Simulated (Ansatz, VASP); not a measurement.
**LiBr: VASP beside Ansatz**

File INCAR:

```
SYSTEM = LiBr
PREC     = Accurate       ! precision mode
ENCUT    = 750            ! plane-wave cutoff, eV
EDIFF    = 1E-7           ! SCF threshold, eV
ISMEAR   = -1             ! smearing method
SIGMA    = 0.1            ! smearing width, eV
LREAL    = .FALSE.        ! projectors in reciprocal space
LASPH    = .TRUE.         ! aspherical terms in the spheres
NELM     = 120            ! most SCF steps
ALGO     = Normal         ! electronic algorithm
ISIF     = 3              ! what is computed and relaxed
LWAVE    = .FALSE.        ! write WAVECAR
LCHARG   = .FALSE.        ! write CHGCAR
GGA      = PS             ! functional
IBRION   = 2              ! ionic algorithm
NSW      = 100            ! ionic steps
EDIFFG   = -0.002         ! ionic threshold
GGA_COMPAT= .FALSE.      
NELMIN   = 4
```

KPOINTS

```
regular mesh
0
G
  12 12 12
  0 0 0
```

File POSCAR:

```
LiBr
1.0
    2.7506500000      2.7506500000      0.0000000000
   -2.7506500000      2.7506500000      0.0000000000
    0.0000000000      2.7506500000      2.7506500000
Li Br
1 1
Direct
    0.0000000000      0.0000000000      0.0000000000
    0.5000000000      0.5000000000      0.0000000000
```

Input for Ansatz:

```yaml
crystal:
  lattice:
    - [2.75065, 2.75065, 0.0]
    - [-2.75065, 2.75065, 0.0]
    - [0.0, 2.75065, 2.75065]
  atoms:
    - { symbol: Li, position: [0.0, 0.0, 0.0] }
    - { symbol: Br, position: [0.5, 0.5, 0.0] }
kpoints:
  mp_grid: { grid: [12, 12, 12] }
scf:
  occupations: { method: fermi_dirac, width: 0.1 }
hamiltonian:
  xc: pbesol
  pseudopotentials: { kind: paw }
relax:
  f_tol: 0.002
  max_steps: 80
  cell: {}
output:
  forces: true
  stress: true
```

Alike in both runs: task relaxation of cell and atoms; functional PBEsol; k mesh 12 × 12 × 12; occupations fermi-dirac, width 0.1 eV; no spin polarisation.

|  | VASP | Ansatz |
| --- | --- | --- |
| version | VASP 6.6.1 | Ansatz 0.2.0 |
| potentials or method | VASP PAW PBE potentials, release 64 (Li_sv, Br) | PAW with Ansatz's default frozen-core files, scalar-relativistic |
| plane-wave cutoff (eV) | 750 | 420 |
| valence electrons in the cell | 10 | 10 |

```tsv
	VASP	Ansatz	Ansatz less VASP
relaxed volume (Å³/atom)	19.79	19.82	+0.028
relaxed length of the cell vector where the two differ most in proportion (Å)	3.825	3.827	+0.0018
```

VASP's potentials were made for PBE, not for PBEsol.
